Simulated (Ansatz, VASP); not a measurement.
# TaN: VASP beside Ansatz

INCAR

```
ALGO     = Normal         # electronic algorithm
EDIFF    = 1E-7           # SCF threshold, eV
ENCUT    = 520            # plane-wave cutoff, eV
GGA      = PE             # functional
ISIF     = 2              # what is computed and relaxed
ISMEAR   = 0              # smearing method
LASPH    = T              # aspherical terms in the spheres
LCHARG   = F              # write CHGCAR
LREAL    = F              # projectors in reciprocal space
LWAVE    = F              # write WAVECAR
NBANDS   = 15             # bands
NELM     = 60             # most SCF steps
PREC     = Accurate       # precision mode
SIGMA    = 0.15           # smearing width, eV
```

File KPOINTS:

```
k-points
0
Gamma
  18 18 18
```

POSCAR

```
TaN
1.0
    0.0000000000      2.1565528357      2.3112310993
    2.1565528357      0.0000000000      2.3112310993
    2.1565528357      2.1565528357      0.0000000000
Ta N
1 1
Direct
    0.4968326312      0.5031673688      0.5031673688
    0.0409173038     -0.0409173038     -0.0409173038
```

Input for Ansatz:

```yaml
crystal:
  lattice:
    - [0.0, 2.1565528357, 2.3112310993]
    - [2.1565528357, 0.0, 2.3112310993]
    - [2.1565528357, 2.1565528357, 0.0]
  atoms:
    - { symbol: Ta, position: [0.4968326312, 0.5031673688, 0.5031673688] }
    - { symbol: "N", position: [0.0409173038, -0.0409173038, -0.0409173038] }
basis:
  ecutwfc: 520.0
kpoints:
  mp_grid: { grid: [18, 18, 18] }
hamiltonian:
  xc: pbe
  pseudopotentials: { kind: paw, azcp: { folder: soft_1 } }
scf:
  occupations: { method: gaussian, width: 0.15 }
output:
  forces: true
  stress: true
  eigenvalues: true
```

Change from the starting cell: mode 4 frozen in at -0.181 Å, strain +e along z and -e/2 along x and y +0.0467.

Alike in both runs: task single point; functional PBE; k mesh 18 × 18 × 18; occupations gaussian, width 0.15 eV; no spin polarisation.

|  | VASP | Ansatz |
| --- | --- | --- |
| version | VASP 6.6.1 | Ansatz 0.2.0 |
| potentials or method | VASP PAW PBE potentials, release 64 (Ta_pv, N), cutoff 520 eV | scalar-relativistic, plane waves, PAW |
| valence electrons in the cell | 16 | 18 |

|  | VASP | Ansatz | Ansatz less VASP |
| --- | --- | --- | --- |
| gap on the k mesh at the Fermi level (eV) | none | none | - |
| pressure (GPa) | 12.9 | 11.8 | -1.14 |
| traceless stress, the component that is largest in VASP (GPa) | -26.12 | -25.73 | +0.389 |
| rms of the force components (eV/Å) | 1.438 | 1.417 | -0.0209 |

Atom by atom the forces differ by 0.021 eV/Å (rms over components). A gap of «none» marks a metal or a gap that the smearing closes. VASP's potentials hold 16 valence electrons a cell and Ansatz's 18, so a difference there can come from the potentials and not from the codes.

Spin-orbit coupling is off throughout.
